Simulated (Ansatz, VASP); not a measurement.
# One calculation of WSe2, two programs

```
CELL_PARAMETERS angstrom
3.31993 0.00000 0.00000
-1.65997 2.87515 0.00000
0.00000 0.00000 13.73719
ATOMIC_POSITIONS crystal
W 0.66667 0.33333 0.75000
W 0.33333 0.66667 0.25000
Se 0.33333 0.66667 0.87100
Se 0.66667 0.33333 0.37100
Se 0.33333 0.66667 0.62900
Se 0.66667 0.33333 0.12900
```

Alike in both runs: task relaxation of cell and atoms; functional r2SCAN; k mesh 12 × 12 × 2; occupations gaussian, width 0.02 eV; no spin polarisation.

|  | VASP | Ansatz |
| --- | --- | --- |
| version | VASP 6.6.1 | Ansatz 0.2.0 |
| potentials or method | VASP PAW PBE potentials, release 64 (W_sv, Se), cutoff 600 eV | scalar-relativistic, plane waves, PAW |
| valence electrons in the cell | 52 | 92 |

```tsv
	VASP	Ansatz	Ansatz less VASP
gap on the k mesh at the Fermi level, each at its own relaxed structure (eV)	1.35	1.35	+0.005
relaxed volume (Å³/atom)	21.83	21.78	-0.048
relaxed cell length with the largest relative difference (Å)	13.740	13.729	-0.0107
```

VASP's potentials were made for PBE, not for r2SCAN. VASP's potentials hold 52 valence electrons a cell and Ansatz's 92, so a difference there can come from the potentials and not from the codes.

Neither program's run includes spin-orbit coupling.
